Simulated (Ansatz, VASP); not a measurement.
**Two plane-wave programs on Ta2N**

The input INCAR:

```
SYSTEM = Ta2N
  PREC = Accurate
  ENCUT = 520
  EDIFF = 1E-7
  ISMEAR = -5
  SIGMA = 0.1
  LREAL = .False.
  LASPH = .True.
  NELM = 80
  ALGO = Normal
  ISIF = 2
  LWAVE = .False.
  LCHARG = .True.
  GGA = PS
  LELF = .True.
  LVHAR = .True.
  NBANDS = 50
```

File KPOINTS:

```
regular mesh
0
Gamma
  12 12 8
  0 0 0
```

POSCAR

```
Ta2N
1.0
    5.2965720514      0.0000000000      0.0000000000
   -2.6482860257      4.5869659495      0.0000000000
    0.0000000000      0.0000000000      4.9391825701
Ta N
6 3
Direct
    0.6663616700      0.6663616700      0.7536182600
    0.0000000000      0.3336383300      0.7536182600
    0.3336383300      0.0000000000      0.7536182600
    0.3336383300      0.3336383300      0.2463817400
    0.0000000000      0.6663616700      0.2463817400
    0.6663616700      0.0000000000      0.2463817400
    0.6666666667      0.3333333333      0.5000000000
    0.3333333333      0.6666666667      0.5000000000
    0.0000000000      0.0000000000      0.0000000000
```

Input for Ansatz:

```yaml
crystal:
  lattice:
    - [5.2965720514, 0.0, 0.0]
    - [-2.6482860257, 4.5869659495, 0.0]
    - [0.0, 0.0, 4.9391825701]
  atoms:
    - { symbol: Ta, position: [0.66636167, 0.66636167, 0.75361826] }
    - { symbol: Ta, position: [0.0, 0.33363833, 0.75361826] }
    - { symbol: Ta, position: [0.33363833, 0.0, 0.75361826] }
    - { symbol: Ta, position: [0.33363833, 0.33363833, 0.24638174] }
    - { symbol: Ta, position: [0.0, 0.66636167, 0.24638174] }
    - { symbol: Ta, position: [0.66636167, 0.0, 0.24638174] }
    - { symbol: "N", position: [0.6666666667, 0.3333333333, 0.5] }
    - { symbol: "N", position: [0.3333333333, 0.6666666667, 0.5] }
    - { symbol: "N", position: [0.0, 0.0, 0.0] }
basis:
  ecutwfc: 420
kpoints:
  mp_grid: { grid: [12, 12, 8] }
hamiltonian:
  xc: pbesol
scf:
  occupations: { method: tetrahedron }
output:
  forces: true
  stress: true
  eigenvalues: true
```

Alike in both runs: task single point; functional PBEsol; k mesh 12 × 12 × 8; occupations tetrahedron; no spin polarisation.

```csv
,VASP,Ansatz
version,VASP 6.6.1,Ansatz 0.2.0
potentials or method,"VASP PAW PBE potentials, release 64 (Ta_pv, N), cutoff 520 eV","scalar-relativistic, plane waves, PAW"
valence electrons in the cell,81,93
```

```csv
,VASP,Ansatz,Ansatz less VASP
gap on the k mesh at the Fermi level (eV),none,none,-
pressure (GPa),-4.8,-5.3,-0.52
"traceless stress, the component that is largest in VASP (GPa)",0.14,0.16,+0.022
rms of the force components (eV/Å),0.057,0.065,+0.0076
```

VASP's potentials were made for PBE, not for PBEsol. Atom by atom the forces differ by 0.008 eV/Å (rms over components). A gap of «none» marks a metal or a gap that the smearing closes. VASP's potentials hold 81 valence electrons a cell and Ansatz's 93, so a difference there can come from the potentials and not from the codes. Ansatz's warnings: band table not solved further, tetrahedron derivatives may miss energy slope.

Spin-orbit coupling is off throughout.
